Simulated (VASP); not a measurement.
Here is a VASP 6.6.1 calculation.

The input POSCAR:

```
Ca
1.0
    5.1305594954      0.0000000000      0.0000000000
   -2.5652797477      4.4431948587      0.0000000000
    0.0000000000      0.0000000000      5.8207914923
Ca
3
Direct
    0.2254000000      0.0000000000      0.3333333333
    0.0000000000      0.2254000000      0.6666666667
    0.7746000000      0.7746000000      0.0000000000
```

INCAR.step1

```
ALGO = Normal ; EDIFF = 1E-4
ENCUT = 520 ; GGA = PE
ISMEAR = 0 ; LASPH = T
LCHARG = F ; LREAL = F
LWAVE = T ; NBANDS = 22
NELM = 100 ; PREC = Accurate
SIGMA = 0.1
```

INCAR.step2

```
ALGO = Normal ; EDIFF = 1E-7
ENCUT = 520 ; ISIF = 2
ISMEAR = 0 ; ISTART = 1
LASPH = T ; LCHARG = T
LELF = T ; LMIXTAU = T
LREAL = F ; LVHAR = T
LWAVE = F ; METAGGA = R2SCAN
NBANDS = 22 ; NELM = 100
PREC = Accurate ; SIGMA = 0.1
```

The input KPOINTS:

```
k-points
0
Gamma
  6 6 4
```

Potentials or basis: VASP PAW PBE potentials, release 64 (Ca_sv).

Run with:

```console
$ cat potpaw_PBE.64/Ca_sv/POTCAR > POTCAR
$ cp INCAR.step1 INCAR
$ mpirun -np 1 vasp_std > vasp.out
$ cp INCAR.step2 INCAR
$ mpirun -np 1 vasp_std > vasp.out
```

**Question.** Estimate the band gap on the k mesh.

**Answer.** Zero (bands 15 and 16 overlap by 0.87 eV).

**Question.** Predict the pressure.

**Answer.** 1.0 GPa.

Forces in eV/Å, atoms in the order of the input:
```
Ca   2.770  0.000  0.000
Ca  -1.385  2.399  0.000
Ca  -1.385 -2.399  0.000
```

Caveat: the PAW data sets were made with another functional, which shifts forces and pressure a little.
